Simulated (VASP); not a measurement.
Wanted: the native input for a VASP 6.6.1 run.

```yaml
Task: relaxation of cell and atoms
Functional: PBE
Potentials_or_basis: VASP PAW PBE potentials, release 64 (Sb, H, P)
Cutoff: 600 eV
k_mesh: 12 × 12 × 4
Occupations: gaussian, width 0.1 eV
Spin: no spin polarisation
Dipole_correction: no
Further_INCAR_settings: ALGO = Normal; EDIFF = 1e-07; IBRION = 2; EDIFFG = -0.01; NSW = 100; ISIF = 3
```

The structure of Sb2P3H lies in POSCAR:

```
Sb2P3H
1.0
    3.1506635568      0.0000000000      0.0000000000
    0.0000000000      3.1506635568      0.0000000000
    0.0000000000      0.0000000000     14.8290309672
Sb H P
2 1 3
Direct
    0.5000000000      0.5000000000      0.3660923716
    0.5000000000      0.5000000000      0.6339076284
    0.5000000000      0.5000000000      0.5000000000
    0.0000000000      0.5000000000      0.1009242231
    0.5000000000      0.0000000000      0.8990757769
    0.0000000000      0.0000000000      0.0000000000
```

The cell was generated, and may not be a known phase.

One way to write it, as run:

INCAR

```
PREC     = Accurate       # precision mode
ENCUT    = 600            # plane-wave cutoff, eV
EDIFF    = 1E-7           # SCF threshold, eV
ISMEAR   = 0              # smearing method
SIGMA    = 0.1            # smearing width, eV
LREAL    = F              # projectors in reciprocal space
LASPH    = T              # aspherical terms in the spheres
NELM     = 100            # most SCF steps
ALGO     = Normal         # electronic algorithm
ISIF     = 3              # what is computed and relaxed
LWAVE    = F              # write WAVECAR
LCHARG   = F              # write CHGCAR
GGA      = PE             # functional
IBRION   = 2              # ionic algorithm
NSW      = 100            # ionic steps
EDIFFG   = -0.01          # ionic threshold
```

KPOINTS

```
regular mesh
0
Gamma
  12 12 4
```

Potentials or basis: VASP PAW PBE potentials, release 64 (Sb, H, P).

Run with:

```console
$ cat potpaw_PBE.64/Sb/POTCAR potpaw_PBE.64/H/POTCAR potpaw_PBE.64/P/POTCAR > POTCAR
$ mpirun -np 1 vasp_std > vasp.out
```

Results of the run:

The relaxed volume is 24.94 Å³/atom and the relaxed cell is a = 3.135 Å, b = 3.135 Å, c = 15.227 Å, α = 90.00°, β = 90.00°, γ = 90.00°. The space group after relaxing (to 0.1 Å) is P-4m2 (No. 115). The energy gained by relaxing is 0.6 meV/atom. The ionic steps are 18. The pressure after relaxing is 0.0 GPa and the largest force after relaxing is 0.008 eV/Å. The band gap on the k mesh is zero (bands 13 and 14 overlap by 4.30 eV).

Caveat: spin-orbit coupling is left out, which moves the levels of the heavy elements; this functional lacks dispersion, which binds layers or chains, so the pressure and a relaxed spacing across them are unreliable.

Wall time 52 min on 1 thread of Intel(R) Xeon(R) Platinum 8259CL CPU @ 2.50GHz (Skylake/Cascade Lake), with other jobs on the host, peak memory 0.5 GiB.
